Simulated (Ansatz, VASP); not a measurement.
## Cs4Y3: VASP beside Ansatz

```
Cs Y
1.0
     6.31935    0.00000    0.00000
    -3.15968    5.47272    0.00000
     0.00000    0.00000    9.82437
Cs Y
4 3
Direct
  0.33333 0.66667 0.72923
  0.66667 0.33333 0.72923
  0.66667 0.33333 0.27077
  0.33333 0.66667 0.27077
  0.50000 0.00000 0.00000
  0.00000 0.50000 0.00000
  0.50000 0.50000 0.00000
```

Alike in both runs: task single point; functional PBE; k mesh 3 × 3 × 2; occupations gaussian, width 0.1 eV; no spin polarisation.

|  | VASP | Ansatz |
| --- | --- | --- |
| version | VASP 6.6.1 | Ansatz 0.2.0 |
| potentials or method | VASP PAW PBE potentials, release 64 (Cs_sv, Y_sv), cutoff 520 eV | scalar-relativistic, plane waves, PAW |
| valence electrons in the cell | 69 | 69 |

|  | VASP | Ansatz | Ansatz less VASP |
| --- | --- | --- | --- |
| gap on the k mesh at the Fermi level (eV) | none | none | - |
| pressure (GPa) | 6.4 | 6.3 | -0.17 |
| traceless stress, the component that is largest in VASP (GPa) | 4.35 | 4.17 | -0.180 |
| rms of the force components (eV/Å) | 0.993 | 0.960 | -0.0331 |

Atom by atom the forces differ by 0.033 eV/Å (rms over components). A gap of «none» marks a metal or a gap that the smearing closes.

The k mesh is coarse, so the values compare programs but aren't converged. Neither program's run includes spin-orbit coupling.
